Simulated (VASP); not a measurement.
# InAs (Fm-3m) in VASP: further runs, part 2 of 2

VASP 6.6.1.

### Step 5. Single point, r2SCAN

This run uses another cell than the first one, of 25.61 Å³/atom, 1.075 times its volume.

POSCAR reads:

```
InAs
1.0
    0.0000000000      2.9475096630      2.9475096630
    2.9475096630      0.0000000000      2.9475096630
    2.9475096630      2.9475096630      0.0000000000
In As
1 1
Direct
    0.5000000000      0.5000000000      0.5000000000
    0.0000000000      0.0000000000      0.0000000000
```

INCAR.step1 reads:

```
  PREC = Accurate
  ENCUT = 520
  ISMEAR = 0
  SIGMA = 0.1
  LREAL = F
  LASPH = T
  NELM = 80
  NBANDS = 16
  GGA = PE
  ALGO = Normal
  EDIFF = 1E-4
  LWAVE = T
  LCHARG = F
```

INCAR.step2 reads:

```
  PREC = Accurate
  ENCUT = 520
  EDIFF = 1E-6
  ISMEAR = 0
  SIGMA = 0.1
  LREAL = F
  LASPH = T
  NELM = 80
  ALGO = Normal
  ISIF = 2
  LWAVE = F
  LCHARG = F
  METAGGA = R2SCAN
  LMIXTAU = T
  NBANDS = 16
  ISTART = 1
```

KPOINTS reads:

```
regular mesh
0
Gamma
  6 6 6
```

Potentials or basis: VASP PAW PBE potentials, release 64 (In_d, As).

On the command line:

```bash
$ cat potpaw_PBE.64/In_d/POTCAR potpaw_PBE.64/As/POTCAR > POTCAR
$ cp INCAR.step1 INCAR
$ mpirun -np 1 vasp_std > vasp.out
$ cp INCAR.step2 INCAR
$ mpirun -np 1 vasp_std > vasp.out
```

OUTCAR:

```text
PREC = Accurate
   ENCUT = 520
   EDIFF = 1E-6
   ISMEAR = 0
   LREAL = F
   LASPH = T
   NELM = 80
   ISIF = 2
   METAGGA = R2SCAN
   ISTART = 1

 ion  position               nearest neighbor table
   1  0.500  0.500  0.500-   2 2.95   2 2.95   2 2.95   2 2.95   2 2.95   2 2.95
   2  0.000  0.000  0.000-   1 2.95   1 2.95   1 2.95   1 2.95   1 2.95   1 2.95

  LATTYP: Found a face centered cubic cell.
 ALAT       =     5.8950193260

  Lattice vectors:

 A1 = (   0.0000000000,   2.9475096630,   2.9475096630)
 A2 = (   2.9475096630,   0.0000000000,   2.9475096630)
 A3 = (   2.9475096630,   2.9475096630,   0.0000000000)

Analysis of symmetry for initial positions (statically):
=====================================================================
 Subroutine PRICEL returns:
 Original cell was already a primitive cell.

 Routine SETGRP: Setting up the symmetry group for a
 face centered cubic supercell.

 Subroutine GETGRP returns: Found 48 space group operations
 (whereof 48 operations were pure point group operations)
 out of a pool of 48 trial point group operations.

The static configuration has the point symmetry O_h .

Analysis of symmetry for dynamics (positions and initial velocities):
=====================================================================
 Subroutine PRICEL returns:
 Original cell was already a primitive cell.

 Routine SETGRP: Setting up the symmetry group for a
 face centered cubic supercell.

 Subroutine GETGRP returns: Found 48 space group operations
 (whereof 48 operations were pure point group operations)
 out of a pool of 48 trial point group operations.

The dynamic configuration has the point symmetry O_h .

 Subroutine INISYM returns: Found 48 space group operations
 (whereof 48 operations are pure point group operations),
 and found     1 'primitive' translations

----------------------------------------------------------------------------------------

                                     Primitive cell

  volume of cell :      51.2148

  direct lattice vectors                    reciprocal lattice vectors
     0.000000000  2.947509663  2.947509663    -0.169634728  0.169634728  0.169634728
     2.947509663  0.000000000  2.947509663     0.169634728 -0.169634728  0.169634728
     2.947509663  2.947509663  0.000000000     0.169634728  0.169634728 -0.169634728

  length of vectors
     4.168408141  4.168408141  4.168408141     0.293815968  0.293815968  0.293815968

  position of ions in fractional coordinates (direct lattice)
     0.500000000  0.500000000  0.500000000
     0.000000000  0.000000000  0.000000000

  ion indices of the primitive-cell ions
   primitive index   ion index
                 1           1
                 2           2

----------------------------------------------------------------------------------------

 KPOINTS: regular mesh

Automatic generation of k-mesh.
 Grid dimensions read from file:
 generate k-points for:    6    6    6

 Generating k-lattice:

  Cartesian coordinates                     Fractional coordinates (reciprocal lattice)
    -0.028272455  0.028272455  0.028272455     0.166666667  0.000000000  0.000000000
     0.028272455 -0.028272455  0.028272455     0.000000000  0.166666667  0.000000000
     0.028272455  0.028272455 -0.028272455     0.000000000  0.000000000  0.166666667

  Length of vectors
     0.048969328  0.048969328  0.048969328

  Shift w.r.t. Gamma in fractional coordinates (k-lattice)
     0.000000000  0.000000000  0.000000000

 Subroutine IBZKPT returns following result:
 ===========================================

 Found     16 irreducible k-points:

 Following reciprocal coordinates:
            Coordinates               Weight
  0.000000  0.000000  0.000000      1.000000
  0.166667  0.000000  0.000000      8.000000
  0.333333  0.000000  0.000000      8.000000
  0.500000  0.000000  0.000000      4.000000
  0.166667  0.166667  0.000000      6.000000
  0.333333  0.166667  0.000000     24.000000
[... 8 lines left out ...]
 -0.333333  0.333333  0.166667     24.000000
 -0.333333  0.500000  0.166667     12.000000
   k-points           NKPTS =     16   k-points in BZ     NKDIM =     16   number of bands    NBANDS=     16
   number of dos      NEDOS =    301   number of ions     NIONS =      2
   total plane-waves  NPLWV =  32768
   dimension x,y,z NGX =    32 NGY =   32 NGZ =   32
   dimension x,y,z NGXF=    64 NGYF=   64 NGZF=   64
   ions per type =               1   1
   NGX,Y,Z   is equivalent  to a cutoff of  12.76, 12.76, 12.76 a.u.
   NGXF,Y,Z  is equivalent  to a cutoff of  25.52, 25.52, 25.52 a.u.
 SYSTEM =  unknown system
   PREC   = accura    normal or accurate (medium, high low for compatibility)
   ISTART =      1    job   : 0-new  1-cont  2-samecut
   ICHARG =      0    charge: 1-file 2-atom 10-const
   ISPIN  =      1    spin polarized calculation?
   LNONCOLLINEAR =      F non collinear calculations
   LSORBIT =      F    spin-orbit coupling
   LASPH  =      T    aspherical Exc in radial PAW
   ENCUT  =  520.0 eV  38.22 Ry    6.18 a.u.   7.75  7.75  7.75*2*pi/ulx,y,z
   NELM   =     80;   NELMIN=  2; NELMDL=  0     # of ELM steps
   EDIFF  = 0.1E-05   stopping-criterion for ELM
   LREAL  =      F    real-space projection
   EDIFFG = 0.1E-04   stopping-criterion for IOM
   NSW    =      0    number of steps for IOM
   IBRION =     -1    ionic relax: 0-MD 1-quasi-New 2-CG
   NFREE  =      0    steps in history (QN), initial steepest desc. (CG)
   ISIF   =      2    stress and relaxation
   ISYM   =      2    0-nonsym 1-usesym 2-fastsym
   POTIM  = 0.5000    time-step for ionic-motion
   TEBEG  =    0.0;   TEEND  =   0.0 temperature during run
   PSTRESS=    0.0 pullay stress
   NELECT =      18.0000    total number of electrons
   NUPDOWN=      -1.0000    fix difference up-down
   EMIN   =  10.00;   EMAX   =-10.00  energy-range for DOS
   EFERMI =   0.00;   METHOD = LEGACY
   ISMEAR =     0;   SIGMA  =   0.10  broadening in eV -4-tet -1-fermi 0-gaus
   EFERMI_NEDOS =   21; number of points for ismear=-14 and -15
   IALGO  =     38    algorithm
   IMIX   =      4    mixing-type and parameters
     AMIX     =   0.40;   BMIX     =  1.00
     AMIX_MAG =   1.60;   BMIX_MAG =  1.00
  volume/ion in A,a.u.               =      25.61       172.81
  Fermi-wavevector in a.u.,A,eV,Ry     =   1.155315  2.183229 18.160415  1.334753
  Thomas-Fermi vector in A             =   2.291945
   LORBIT       =      0    0 simple, 1 ext, 2 COOP (PROOUT), +10 PAW based schemes
   METAGGA = R2SCAN    functional components
   LHFCALC =     F    Hartree Fock is set to
   AEXX    =    0.0000 exact exchange contribution
   IVDW    =     0    specifies the selected vdW correction
   LEPSILON=     F    determine dielectric tensor
   LRPA    =     F    only Hartree local field effects (RPA)
 non-spin polarized calculation
 Gauss-broadening in eV      SIGMA  =   0.10
  energy-cutoff  :      520.00
  volume of cell :       51.21
 maximum number of plane-waves:      1411
   NGX = 15   NGY = 15   NGZ = 15

 number of electron      18.0000008 magnetization

 Free energy of the ion-electron system (eV)
  ---------------------------------------------------
  ext. energy  EPLUGINS =         0.00000000
  ---------------------------------------------------
  free energy    TOTEN  =       -37.50087676 eV

  energy without entropy =      -37.49066175  energy(sigma->0) =      -37.49576925

 E-fermi :   4.9837     XC(G=0): -10.3220

 val. band max:        4.9750838523   @ k =   0.3333   0.0000   0.0000
 cond. band min:       5.1068030835   @ k =   0.5000   0.0000   0.0000
 fundamental gap:      0.1317192312
 Fermi energy:         4.9836637645

 k-point     1 :       0.0000    0.0000    0.0000
  band No.  band energies     occupation
      1      -9.8040      2.00000
      2      -9.8040      2.00000
      3      -9.7771      2.00000
      4      -9.7771      2.00000
      5      -9.7771      2.00000
      6      -7.1218      2.00000
[... 8 lines left out ...]
     15      12.6228      0.00000
     16      12.6228      0.00000
[... 267 lines left out ...]
 k-point    16 :      -0.3333    0.5000    0.1667
  band No.  band energies     occupation
      1      -9.9763      2.00000
      2      -9.8005      2.00000
      3      -9.7835      2.00000
      4      -9.7395      2.00000
      5      -9.7157      2.00000
      6      -4.8620      2.00000
[... 8 lines left out ...]
     15      16.7881      0.00000
     16      19.2698      0.00000

------------------------ aborting loop because EDIFF is reached ----------------------------------------

  FORCE on cell =-STRESS in cart. coord.  units (eV):
  Direction    XX          YY          ZZ          XY          YZ          ZX
  --------------------------------------------------------------------------------------
  -------------------------------------------------------------------------------------
  Total       -1.8606164     -1.8606164     -1.8606164      0.0000000      0.0000000     -0.0000000
  in kB      -58.2065325    -58.2065325    -58.2065325      0.0000000      0.0000000     -0.0000000
  external PRESSURE =     -58.2065325 kB  Pullay stress =       0.0000000 kB

 VOLUME and BASIS-vectors are now :
 -----------------------------------------------------------------------------
  energy-cutoff  :      520.00
  volume of cell :       51.21
      direct lattice vectors                 reciprocal lattice vectors
     0.000000000  2.947509663  2.947509663    -0.169634728  0.169634728  0.169634728
     2.947509663  0.000000000  2.947509663     0.169634728 -0.169634728  0.169634728
     2.947509663  2.947509663  0.000000000     0.169634728  0.169634728 -0.169634728

 POSITION                                       TOTAL-FORCE (eV/Angst)
 -----------------------------------------------------------------------------------
      2.94751      2.94751      2.94751         0.000000      0.000000     -0.000000
      0.00000      0.00000      0.00000        -0.000000      0.000000      0.000000
 -----------------------------------------------------------------------------------
    total drift:                               -0.000000     -0.000000      0.000000

  FREE ENERGIE OF THE ION-ELECTRON SYSTEM (eV)
  ---------------------------------------------------
  free  energy   TOTEN  =       -37.5008767584 eV

  energy  without entropy=      -37.4906617474  energy(sigma->0) =      -37.49576925
```

OUTCAR.step1:

```text
PREC = Accurate
   ENCUT = 520
   ISMEAR = 0
   LREAL = F
   LASPH = T
[... 513 lines left out ...]
 -----------------------------------------------------------------------------------
      2.94751      2.94751      2.94751         0.000000      0.000000     -0.000000
      0.00000      0.00000      0.00000        -0.000000     -0.000000      0.000000
 -----------------------------------------------------------------------------------
    total drift:                               -0.000000     -0.000000      0.000000

  FREE ENERGIE OF THE ION-ELECTRON SYSTEM (eV)
  ---------------------------------------------------
  free  energy   TOTEN  =        -7.3045941046 eV

  energy  without entropy=       -7.2944302702  energy(sigma->0) =       -7.29951219
```

Wall time 48 s (1 thread of AMD EPYC 7R43 (Zen 3), shared host); peak memory 0.15 GiB.

What came out:

```
Free energy            : -37.5009 eV
Pressure               : -5.8 GPa
Band gap on the k mesh : zero (band 9 reaches 5.29 eV, above the bottom of band 10 at 2.87 eV)
```

Caveat: the PAW data sets were made with another functional, which shifts forces and pressure a little; spin-orbit coupling is left out, which moves the levels of the heavy elements.

### Step 6. Single point, r2SCAN

This run uses another cell than the first one, of 26.20 Å³/atom, 1.100 times its volume.

POSCAR reads:

```
InAs
1.0
    0.0000000000      2.9701837053      2.9701837053
    2.9701837053      0.0000000000      2.9701837053
    2.9701837053      2.9701837053      0.0000000000
In As
1 1
Direct
    0.5000000000      0.5000000000      0.5000000000
    0.0000000000      0.0000000000      0.0000000000
```

INCAR.step1 reads:

```
SYSTEM = InAs
PREC = Accurate
ENCUT = 520
ISMEAR = 0
SIGMA = 0.1
LREAL = .FALSE.
LASPH = .TRUE.
NELM = 60
NBANDS = 16
GGA = PE
ALGO = Normal
EDIFF = 1E-4
LWAVE = .TRUE.
LCHARG = .FALSE.
```

INCAR.step2 reads:

```
SYSTEM = InAs
PREC = Accurate
ENCUT = 520
EDIFF = 1E-6
ISMEAR = 0
SIGMA = 0.1
LREAL = .FALSE.
LASPH = .TRUE.
NELM = 60
ALGO = Normal
ISIF = 2
LWAVE = .FALSE.
LCHARG = .FALSE.
METAGGA = R2SCAN
LMIXTAU = .TRUE.
NBANDS = 16
ISTART = 1
```

KPOINTS reads:

```
Automatic mesh
0
G
  6 6 6
  0 0 0
```

Potentials or basis: VASP PAW PBE potentials, release 64 (In_d, As).

On the command line:

```bash
$ cat potpaw_PBE.64/In_d/POTCAR potpaw_PBE.64/As/POTCAR > POTCAR
$ cp INCAR.step1 INCAR
$ mpirun -np 1 vasp_std > vasp.out
$ cp INCAR.step2 INCAR
$ mpirun -np 1 vasp_std > vasp.out
```

Run time: 45 s. Hardware: 1 thread of AMD EPYC 7R43 (Zen 3), shared host; peak memory 0.15 GiB.

Results (log left out):

| Property | Result |
| --- | --- |
| Free energy | -37.4546 eV |
| Pressure | -6.7 GPa |
| Band gap on the k mesh | zero (band 9 reaches 5.05 eV, above the bottom of band 10 at 2.71 eV) |

Levels at points of the mesh, in eV from the Fermi level:
```tsv
k point	band 7	band 8	band 9	band 10	band 11	band 12
(0.00, 0.00, 0.00)	-0.90	-0.21	-0.21	-0.21	7.51	7.51
(0.50, 0.00, 0.00)	-6.19	0.12	0.12	2.47	3.51	3.51
(0.50, 0.50, 0.00)	-4.29	-2.88	-2.05	-2.05	4.42	9.05
```

Caveat: the PAW data sets were made with another functional, which shifts forces and pressure a little; spin-orbit coupling is left out, which moves the levels of the heavy elements.

### Step 7. Summary

```tsv
cell	gap on the mesh (eV)	pressure (GPa)
a = 4.069 Å, angles 60.0°, 2 atoms	none	-2.1
a = 4.103 Å, angles 60.0°, 2 atoms	none	-3.5
a = 4.136 Å, angles 60.0°, 2 atoms	none	-4.8
a = 4.168 Å, angles 60.0°, 2 atoms	none	-5.8
a = 4.200 Å, angles 60.0°, 2 atoms	none	-6.7
```

Alike in all rows: task single point; level r2SCAN; potentials or basis VASP PAW PBE potentials, release 64 (In_d, As); no spin polarisation; k mesh 6 × 6 × 6; cutoff (eV) 520; smearing gaussian 0.1 eV.

Caveats: the PAW data sets were made with another functional, which shifts forces and pressure a little; spin-orbit coupling is left out, which moves the levels of the heavy elements.

Absolute energies hang on the potentials; compare differences alone.
